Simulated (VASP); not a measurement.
As: relaxation of cell and atoms with PBE

The system is As.

```
As
1.0
     0.00000    3.05311    3.05311
     3.05311    0.00000    3.05311
     3.05311    3.05311    0.00000
As
2
Cartesian
  -0.7633 -0.7633 -0.7633
  0.7633 0.7633 0.7633
```

This isn't the form of As at room conditions, which is rhombohedral.

```yaml
Program: VASP 6.6.1
Task: relaxation of cell and atoms
Functional: PBE
Potentials_or_basis: VASP PAW PBE potentials, release 64 (As)
Cutoff: 600 eV
k_mesh: 12 × 12 × 12
Occupations: fermi-dirac, width 0.05 eV
Spin: non-collinear spin, zero start, spin-orbit coupling
Starting_moments: "[[0.0, 0.0, 0.0], [0.0, 0.0, 0.0]] μB"
Dipole_correction: no
Further_INCAR_settings: ALGO = Normal; EDIFF = 1e-06; IBRION = 2; EDIFFG = -0.005; NSW = 45; ISIF = 3
```

| Property | Result |
| --- | --- |
| Relaxed volume | 28.56 Å³/atom |
| Relaxed cell | a = 4.323 Å, b = 4.323 Å, c = 4.323 Å, α = 60.00°, β = 60.00°, γ = 60.00° |
| Space group after relaxing (to 0.1 Å) | Fd-3m (No. 227) |
| Energy gained by relaxing | 0.0 meV/atom |
| Ionic steps | 3 |
| Pressure after relaxing | 0.0 GPa |
| Net moment | 0.00 μB per cell |
| Valence electrons inside the program's atomic spheres | As 2.65 |

Final structure:
```
As
1.0
     0.00000    3.05658    3.05658
     3.05658    0.00000    3.05658
     3.05658    3.05658    0.00000
As
2
Direct
  0.87500 0.87500 0.87500
  0.12500 0.12500 0.12500
```

Moments on the atoms (μB; x, y, z):
```
As  0.00 0.00 0.00
As  0.00 0.00 0.00
```

Wall time 4.9 min on 1 thread of Intel(R) Xeon(R) Platinum 8488C (Sapphire Rapids), with other jobs on the host, peak memory 0.45 GiB.
